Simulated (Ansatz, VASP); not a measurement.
Given: the input of a run of Ansatz 0.2.0 on V.

File input.yaml:

```yaml
crystal:
  lattice:
    - [-1.51435, 1.51435, 1.51435]
    - [1.51435, -1.51435, 1.51435]
    - [1.51435, 1.51435, -1.51435]
  atoms:
    - { symbol: V, position: [0.0, 0.0, 0.0], spin: 2.0 }
hamiltonian:
  xc: lda
  pseudopotentials: { kind: paw }
magnetization:
  spin_polarized: true
kpoints:
  mp_grid: { grid: [12, 12, 12] }
scf:
  occupations: { method: fermi_dirac, width: 0.05 }
output:
  forces: true
  stress: true
  eigenvalues: true
```

Potentials or basis: Ansatz PAW.

Command:

```console
$ ansatz run input.yaml --threads 2 --pin off --max-ram 5632MiB --backend cpu --events-out ev --progress --plain --runs-dir out
```

Problem. Translate it to VASP 6.6.1. Potentials there: VASP PAW LDA potentials, release 64 (V_sv).

Solution. As run (the cutoff follows the program's own potentials):

The input INCAR:

```
ALGO = Normal ; EDIFF = 1E-7
ENCUT = 520 ; ISIF = 2
ISMEAR = -1 ; ISPIN = 2
LASPH = True ; LCHARG = True
LELF = True ; LMAXMIX = 4
LORBIT = 11 ; LREAL = False
LVHAR = True ; LWAVE = False
MAGMOM = 2 ; NBANDS = 16
NELM = 150 ; PREC = Accurate
SIGMA = 0.05
```

KPOINTS

```
k-points
0
Gamma
  12 12 12
```

POSCAR

```
V
1.0
   -1.5143500000      1.5143500000      1.5143500000
    1.5143500000     -1.5143500000      1.5143500000
    1.5143500000      1.5143500000     -1.5143500000
V
1
Direct
    0.0000000000      0.0000000000      0.0000000000
```

Potentials or basis: VASP PAW LDA potentials, release 64 (V_sv).

Command:

```bash
$ cat potpaw_LDA.64/V_sv/POTCAR > POTCAR
$ mpirun -np 1 vasp_std > vasp.out
```

Both were run:

|  | VASP | Ansatz | Ansatz less VASP |
| --- | --- | --- | --- |
| gap on the k mesh at the Fermi level (eV) | none | none | - |
| pressure (GPa) | -17.4 | -17.8 | -0.35 |
| net moment per atom (μB) | 0.00 | 0.00 | -0.001 |

LDA's correlation is that of Perdew and Zunger in VASP and of Perdew and Wang (1992) in Ansatz. A gap of «none» marks a metal or a gap that the smearing closes.
